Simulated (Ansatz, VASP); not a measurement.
W: VASP beside Ansatz

INCAR

```
SYSTEM = W
ALGO     = Normal         ! electronic algorithm
EDIFF    = 1E-6           ! SCF threshold, eV
ENCUT    = 520            ! plane-wave cutoff, eV
ISIF     = 2              ! what is computed and relaxed
ISMEAR   = 1              ! smearing method
LASPH    = .True.         ! aspherical terms in the spheres
LCHARG   = .False.        ! write CHGCAR
LREAL    = .False.        ! projectors in reciprocal space
LWAVE    = .False.        ! write WAVECAR
NBANDS   = 13             ! bands
NELM     = 100            ! most SCF steps
PREC     = Accurate       ! precision mode
SIGMA    = 1.0            ! smearing width, eV
```

File KPOINTS:

```
k-points
0
Gamma
  14 14 14
  0 0 0
```

File POSCAR:

```
W
1.0
   -1.5676867250      1.5676867250      1.5676867250
    1.5676867250     -1.5676867250      1.5676867250
    1.5676867250      1.5676867250     -1.5676867250
W
1
Direct
    0.0000000000      0.0000000000      0.0000000000
```

Input for Ansatz:

```yaml
crystal:
  lattice:
    - [-1.567686725, 1.567686725, 1.567686725]
    - [1.567686725, -1.567686725, 1.567686725]
    - [1.567686725, 1.567686725, -1.567686725]
  atoms:
    - { symbol: W, position: [0.0, 0.0, 0.0] }
hamiltonian:
  xc: lda
  pseudopotentials:
    kind: paw
    azcp:
      W: "pseudopotentials/W.paw.azcp"
basis:
  ecutwfc: 420
  fft_grid_basis: typed
kpoints:
  mp_grid: { grid: [14, 14, 14], shift: [0, 0, 0] }
magnetization:
  spin_polarized: false
scf:
  occupations: { method: cold, width: 1.0 }
  lower_state_search: "off"
output:
  stress: true
  write_density: true
  write_potential: true
  elf: true
  volumetric_format: npy
```

Alike in both runs: task single point; functional LDA; k mesh 14 × 14 × 14; no spin polarisation.

|  | VASP | Ansatz |
| --- | --- | --- |
| version | VASP 6.6.1 | Ansatz 0.2.0 |
| potentials or method | VASP PAW LDA potentials, release 64 (W_sv), cutoff 520 eV | plane waves (420 eV) with PAW, scalar-relativistic |
| occupations | methfessel-paxton of order 1, width 1 eV | cold, width 1 eV |
| valence electrons in the cell | 14 | 14 |

```csv
,VASP,Ansatz,Ansatz less VASP
pressure (GPa),1.4,-1.8,-3.21
```

Ansatz warns that its potentials were made for another functional, while VASP's fit it. LDA's correlation is that of Perdew and Zunger in VASP and of Perdew and Wang (1992) in Ansatz.

Spin-orbit coupling is off throughout.
